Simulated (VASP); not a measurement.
# SiC (SiC (F-43m)) (F-43m) in VASP: settings compared

SiC (SiC (F-43m)) is run at these levels: PBE, LDA, r2SCAN; tasks: single point.

All numbers are computed with VASP 6.6.1; they aren't measurements. Logs are shortened: lines on timing, memory, paths and dates and some standing lists are left out, and cuts for length are marked.

## Step 1: The cell of the first run

It takes space group F-43m (No. 216, cubic). Conventional cell: a = 4.380 Å, b = 4.380 Å, c = 4.380 Å, α = 90.00°, β = 90.00°, γ = 90.00°. Within 2.5 Å of Si (site symmetry -43m) lie 4 C at 1.90 Å. C (site symmetry -43m) has 4 Si at 1.90 Å within 2.5 Å.

## Step 2: Single point, PBE

The input, INCAR:

```
ALGO     = Normal         # electronic algorithm
EDIFF    = 1E-6           # SCF threshold, eV
ENCUT    = 600            # plane-wave cutoff, eV
GGA      = PE             # functional
GGA_COMPAT= F            
ISIF     = 2              # what is computed and relaxed
ISMEAR   = -1             # smearing method
LASPH    = T              # aspherical terms in the spheres
LCHARG   = F              # write CHGCAR
LREAL    = F              # projectors in reciprocal space
LWAVE    = F              # write WAVECAR
NBANDS   = 11             # bands
NELM     = 120            # most SCF steps
PREC     = Accurate       # precision mode
SIGMA    = 0.01           # smearing width, eV
```

The input, KPOINTS:

```
k-points
0
Gamma
  11 11 11
```

The input, POSCAR:

```
SiC
1.0
    0.0000000000      2.1898524999      2.1898524999
    2.1898524999      0.0000000000      2.1898524999
    2.1898524999      2.1898524999      0.0000000000
Si C
1 1
Direct
    0.7500000000      0.7500000000      0.7500000000
    0.0000000000      0.0000000000      0.0000000000
```

Potentials or basis: VASP PAW PBE potentials, release 64 (Si, C).

The run is started by

```bash
cat potpaw_PBE.64/Si/POTCAR potpaw_PBE.64/C/POTCAR > POTCAR
mpirun -np 1 vasp_std > vasp.out
```

OUTCAR:

```text
EDIFF = 1E-6
   ENCUT = 600
   GGA = PE
   ISIF = 2
   ISMEAR = -1
   LASPH = T
   LREAL = F
   NELM = 120
   PREC = Accurate

 ion  position               nearest neighbor table
   1  0.750  0.750  0.750-   2 1.90   2 1.90   2 1.90   2 1.90
   2  0.000  0.000  0.000-   1 1.90   1 1.90   1 1.90   1 1.90

  LATTYP: Found a face centered cubic cell.
 ALAT       =     4.3797049998

  Lattice vectors:

 A1 = (   0.0000000000,   2.1898524999,   2.1898524999)
 A2 = (   2.1898524999,   0.0000000000,   2.1898524999)
 A3 = (   2.1898524999,   2.1898524999,   0.0000000000)

Analysis of symmetry for initial positions (statically):
=====================================================================
 Subroutine PRICEL returns:
 Original cell was already a primitive cell.

 Routine SETGRP: Setting up the symmetry group for a
 face centered cubic supercell.

 Subroutine GETGRP returns: Found 24 space group operations
 (whereof 24 operations were pure point group operations)
 out of a pool of 48 trial point group operations.

The static configuration has the point symmetry T_d .

Analysis of symmetry for dynamics (positions and initial velocities):
=====================================================================
 Subroutine PRICEL returns:
 Original cell was already a primitive cell.

 Routine SETGRP: Setting up the symmetry group for a
 face centered cubic supercell.

 Subroutine GETGRP returns: Found 24 space group operations
 (whereof 24 operations were pure point group operations)
 out of a pool of 48 trial point group operations.

The dynamic configuration has the point symmetry T_d .

 Subroutine INISYM returns: Found 24 space group operations
 (whereof 24 operations are pure point group operations),
 and found     1 'primitive' translations

----------------------------------------------------------------------------------------

                                     Primitive cell

  volume of cell :      21.0027

  direct lattice vectors                    reciprocal lattice vectors
     0.000000000  2.189852500  2.189852500    -0.228325880  0.228325880  0.228325880
     2.189852500  0.000000000  2.189852500     0.228325880 -0.228325880  0.228325880
     2.189852500  2.189852500  0.000000000     0.228325880  0.228325880 -0.228325880

  length of vectors
     3.096919105  3.096919105  3.096919105     0.395472026  0.395472026  0.395472026

  position of ions in fractional coordinates (direct lattice)
     0.750000000  0.750000000  0.750000000
     0.000000000  0.000000000  0.000000000

  ion indices of the primitive-cell ions
   primitive index   ion index
                 1           1
                 2           2

----------------------------------------------------------------------------------------

 KPOINTS: k-points

Automatic generation of k-mesh.
 Grid dimensions read from file:
 generate k-points for:   11   11   11

 Generating k-lattice:

  Cartesian coordinates                     Fractional coordinates (reciprocal lattice)
    -0.020756898  0.020756898  0.020756898     0.090909091  0.000000000  0.000000000
     0.020756898 -0.020756898  0.020756898     0.000000000  0.090909091  0.000000000
     0.020756898  0.020756898 -0.020756898     0.000000000  0.000000000  0.090909091

  Length of vectors
     0.035952002  0.035952002  0.035952002

  Shift w.r.t. Gamma in fractional coordinates (k-lattice)
     0.000000000  0.000000000  0.000000000

 Subroutine IBZKPT returns following result:
 ===========================================

 Found     56 irreducible k-points:

 Following reciprocal coordinates:
            Coordinates               Weight
  0.000000  0.000000  0.000000      1.000000
  0.090909  0.000000  0.000000      8.000000
  0.181818  0.000000  0.000000      8.000000
  0.272727  0.000000  0.000000      8.000000
  0.363636  0.000000  0.000000      8.000000
  0.454545  0.000000  0.000000      8.000000
[... 16 lines left out ...]
 -0.272727  0.181818  0.000000     24.000000
 -0.181818  0.181818  0.000000     12.000000
 [... further k-points ...]
   k-points           NKPTS =     56   k-points in BZ     NKDIM =     56   number of bands    NBANDS=     11
   number of dos      NEDOS =    301   number of ions     NIONS =      2
   total plane-waves  NPLWV =  21952
   dimension x,y,z NGX =    28 NGY =   28 NGZ =   28
   dimension x,y,z NGXF=    56 NGYF=   56 NGZF=   56
   ions per type =               1   1
   NGX,Y,Z   is equivalent  to a cutoff of  15.03, 15.03, 15.03 a.u.
   NGXF,Y,Z  is equivalent  to a cutoff of  30.06, 30.06, 30.06 a.u.
 SYSTEM =  unknown system
   PREC   = accura    normal or accurate (medium, high low for compatibility)
   ISTART =      0    job   : 0-new  1-cont  2-samecut
   ICHARG =      2    charge: 1-file 2-atom 10-const
   ISPIN  =      1    spin polarized calculation?
   LNONCOLLINEAR =      F non collinear calculations
   LSORBIT =      F    spin-orbit coupling
   LASPH  =      T    aspherical Exc in radial PAW
   ENCUT  =  600.0 eV  44.10 Ry    6.64 a.u.   6.19  6.19  6.19*2*pi/ulx,y,z
   NELM   =    120;   NELMIN=  2; NELMDL= -5     # of ELM steps
   EDIFF  = 0.1E-05   stopping-criterion for ELM
   LREAL  =      F    real-space projection
   EDIFFG = 0.1E-04   stopping-criterion for IOM
   NSW    =      0    number of steps for IOM
   IBRION =     -1    ionic relax: 0-MD 1-quasi-New 2-CG
   NFREE  =      0    steps in history (QN), initial steepest desc. (CG)
   ISIF   =      2    stress and relaxation
   ISYM   =      2    0-nonsym 1-usesym 2-fastsym
   POTIM  = 0.5000    time-step for ionic-motion
   TEBEG  =    0.0;   TEEND  =   0.0 temperature during run
   PSTRESS=    0.0 pullay stress
   NELECT =       8.0000    total number of electrons
   NUPDOWN=      -1.0000    fix difference up-down
   EMIN   =  10.00;   EMAX   =-10.00  energy-range for DOS
   EFERMI =   0.00;   METHOD = LEGACY
   ISMEAR =    -1;   SIGMA  =   0.01  broadening in eV -4-tet -1-fermi 0-gaus
   EFERMI_NEDOS =   21; number of points for ismear=-14 and -15
   IALGO  =     38    algorithm
   IMIX   =      4    mixing-type and parameters
     AMIX     =   0.40;   BMIX     =  1.00
     AMIX_MAG =   1.60;   BMIX_MAG =  1.00
  volume/ion in A,a.u.               =      10.50        70.87
  Fermi-wavevector in a.u.,A,eV,Ry     =   1.186716  2.242567 19.161000  1.408294
  Thomas-Fermi vector in A             =   2.322882
   LORBIT       =      0    0 simple, 1 ext, 2 COOP (PROOUT), +10 PAW based schemes
   GGA     = PE    functional components
   LHFCALC =     F    Hartree Fock is set to
   AEXX    =    0.0000 exact exchange contribution
   IVDW    =     0    specifies the selected vdW correction
   LEPSILON=     F    determine dielectric tensor
   LRPA    =     F    only Hartree local field effects (RPA)
 non-spin polarized calculation
  energy-cutoff  :      600.00
  volume of cell :       21.00
 maximum number of plane-waves:       725
 NGX is ok and might be reduce to    28
   NGX = 13   NGY = 13   NGZ = 13

 number of electron       8.0000000 magnetization

 Free energy of the ion-electron system (eV)
  ---------------------------------------------------
  ext. energy  EPLUGINS =         0.00000000
  ---------------------------------------------------
  free energy    TOTEN  =       -15.06227220 eV

  energy without entropy =      -15.06227220  energy(sigma->0) =      -15.06227220

 E-fermi :   8.1265     XC(G=0): -11.2913

 val. band max:        7.9397514672   @ k =   0.0000   0.0000   0.0000
 cond. band min:       9.4065486003   @ k =   0.4545   0.4545   0.0000
 fundamental gap:      1.4667971330
 Fermi energy:         8.1265228167

 k-point     1 :       0.0000    0.0000    0.0000
  band No.  band energies     occupation
      1      -7.3468      2.00000
      2       7.9398      2.00000
      3       7.9398      2.00000
      4       7.9398      2.00000
      5      13.9987      0.00000
      6      15.1451      0.00000
      7      15.1451      0.00000
      8      15.1451      0.00000
      9      22.3605      0.00000
     10      22.3605      0.00000
     11      24.1906      0.00000

 k-point     2 :       0.0909    0.0000    0.0000
  band No.  band energies     occupation
      1      -7.1871      2.00000
      2       7.0904      2.00000
      3       7.8283      2.00000
      4       7.8283      2.00000
      5      14.2699      0.00000
      6      15.3322      0.00000
      7      15.3489      0.00000
      8      15.3489      0.00000
      9      21.5342      0.00000
     10      21.5342      0.00000
     11      24.1552      0.00000

 k-point     3 :       0.1818    0.0000    0.0000
  band No.  band energies     occupation
      1      -6.7140      2.00000
      2       5.2413      2.00000
      3       7.5614      2.00000
      4       7.5614      2.00000
      5      14.0882      0.00000
      6      15.7080      0.00000
      7      15.7080      0.00000
      8      16.3517      0.00000
      9      20.7889      0.00000
     10      20.7889      0.00000
     11      23.3570      0.00000

 k-point     4 :       0.2727    0.0000    0.0000
  band No.  band energies     occupation
      1      -5.9499      2.00000
      2       3.1531      2.00000
      3       7.2653      2.00000
      4       7.2653      2.00000
      5      13.7058      0.00000
      6      15.7118      0.00000
      7      15.7118      0.00000
      8      17.3727      0.00000
      9      21.2023      0.00000
     10      21.2023      0.00000
     11      22.9093      0.00000

 k-point     5 :       0.3636    0.0000    0.0000
  band No.  band energies     occupation
      1      -4.9620      2.00000
      2       1.1888      2.00000
      3       7.0322      2.00000
      4       7.0322      2.00000
      5      13.4102      0.00000
      6      15.3938      0.00000
      7      15.3938      0.00000
      8      17.8413      0.00000
      9      22.6961      0.00000
     10      22.6961      0.00000
     11      23.2301      0.00000
[... 211 lines left out ...]
 k-point    21 :      -0.4545    0.1818    0.0000
  band No.  band energies     occupation
      1      -3.3938      2.00000
      2       0.0089      2.00000
      3       4.7425      2.00000
      4       6.2144      2.00000
      5      12.6733      0.00000
      6      15.8257      0.00000
      7      16.7834      0.00000
      8      18.8167      0.00000
      9      21.9063      0.00000
     10      24.1570      0.00000
     11      26.2817      0.00000

 k-point    22 :      -0.3636    0.1818    0.0000
  band No.  band energies     occupation
      1      -3.8085      2.00000
      2       0.5825      2.00000
      3       4.4975      2.00000
      4       6.5647      2.00000
      5      13.1755      0.00000
      6      15.7819      0.00000
      7      16.5038      0.00000
      8      18.7749      0.00000
      9      21.9159      0.00000
     10      22.7960      0.00000
     11      26.2911      0.00000

 k-point    23 :      -0.2727    0.1818    0.0000
  band No.  band energies     occupation
      1      -4.7917      2.00000
      2       2.1150      2.00000
      3       4.5588      2.00000
      4       7.0181      2.00000
      5      13.9228      0.00000
      6      15.8147      0.00000
      7      16.3390      0.00000
      8      17.6890      0.00000
      9      20.1001      0.00000
     10      23.4230      0.00000
     11      26.5378      0.00000

 k-point    24 :      -0.1818    0.1818    0.0000
  band No.  band energies     occupation
      1      -5.6945      2.00000
      2       3.6361      2.00000
      3       5.1752      2.00000
      4       7.4491      2.00000
      5      14.7095      0.00000
      6      15.5748      0.00000
      7      16.0422      0.00000
      8      16.8355      0.00000
      9      19.2920      0.00000
     10      22.8015      0.00000
     11      26.7049      0.00000

 [... further k-points ...]
[... 5 lines left out ...]
  --------------------------------------------------------------------------------------
  -------------------------------------------------------------------------------------
  Total       -0.0234995     -0.0234995     -0.0234995      0.0000000     -0.0000000      0.0000000
  in kB       -1.7926481     -1.7926481     -1.7926481      0.0000000     -0.0000000      0.0000000
  external PRESSURE =      -1.7926481 kB  Pullay stress =       0.0000000 kB

 VOLUME and BASIS-vectors are now :
 -----------------------------------------------------------------------------
  energy-cutoff  :      600.00
  volume of cell :       21.00
      direct lattice vectors                 reciprocal lattice vectors
     0.000000000  2.189852500  2.189852500    -0.228325880  0.228325880  0.228325880
     2.189852500  0.000000000  2.189852500     0.228325880 -0.228325880  0.228325880
     2.189852500  2.189852500  0.000000000     0.228325880  0.228325880 -0.228325880

 POSITION                                       TOTAL-FORCE (eV/Angst)
 -----------------------------------------------------------------------------------
      3.28478      3.28478      3.28478         0.000000      0.000000      0.000000
      0.00000      0.00000      0.00000        -0.000000     -0.000000     -0.000000
 -----------------------------------------------------------------------------------
    total drift:                               -0.000000     -0.000000     -0.000000

  FREE ENERGIE OF THE ION-ELECTRON SYSTEM (eV)
  ---------------------------------------------------
  free  energy   TOTEN  =       -15.0622721951 eV

  energy  without entropy=      -15.0622721951  energy(sigma->0) =      -15.06227220
```

Run time: 11 s. Hardware: 1 thread of Intel Xeon 6975P-C (Granite Rapids), shared host; peak memory 0.15 GiB.

Results:

* Free energy: -15.0623 eV
* Pressure: -0.2 GPa
* Band gap on the k mesh: 1.47 eV, indirect (least direct gap 4.58 eV)

Levels at points of the mesh, in eV from the valence-band top:
| k point | band 2 | band 3 | band 4 | band 5 | band 6 | band 7 |
| --- | --- | --- | --- | --- | --- | --- |
| (0.00, 0.00, 0.00) | 0.00 | 0.00 | 0.00 | 6.06 | 7.21 | 7.21 |

A k mesh can miss the band edges.

## Step 3: Single point, LDA

The input, INCAR:

```
  PREC = Accurate
  ENCUT = 600
  EDIFF = 1E-6
  ISMEAR = -1
  SIGMA = 0.01
  LREAL = F
  LASPH = T
  NELM = 120
  ALGO = Normal
  ISIF = 2
  LWAVE = F
  LCHARG = T
  LELF = T
  LVHAR = T
  NBANDS = 11
  GGA_COMPAT = F
```

The input, KPOINTS:

```
Automatic mesh
0
Gamma
  11 11 11
```

POSCAR is that of step 2.

Potentials or basis: VASP PAW LDA potentials, release 64 (Si, C).

The run is started by

```bash
cat potpaw_LDA.64/Si/POTCAR potpaw_LDA.64/C/POTCAR > POTCAR
mpirun -np 1 vasp_std > vasp.out
```

Run time: 8.3 s. Hardware: 1 thread of Intel Xeon 6975P-C (Granite Rapids), shared host; peak memory 0.14 GiB.

Results (log left out):

```yaml
Free_energy: -16.6293 eV
Pressure: -7.3 GPa
Band_gap_on_the_k_mesh: 1.41 eV, indirect (least direct gap 4.53 eV)
```

Levels at points of the mesh, in eV from the valence-band top:
```tsv
k point	band 1	band 2	band 3	band 4	band 5	band 6	band 7	band 8
(0.00, 0.00, 0.00)	-15.20	0.00	0.00	0.00	6.12	7.09	7.09	7.09
```

A k mesh can miss the band edges. Expect the measured gap to be larger: semilocal functionals such as LDA lack the derivative discontinuity.

[end of part 1 of 2]
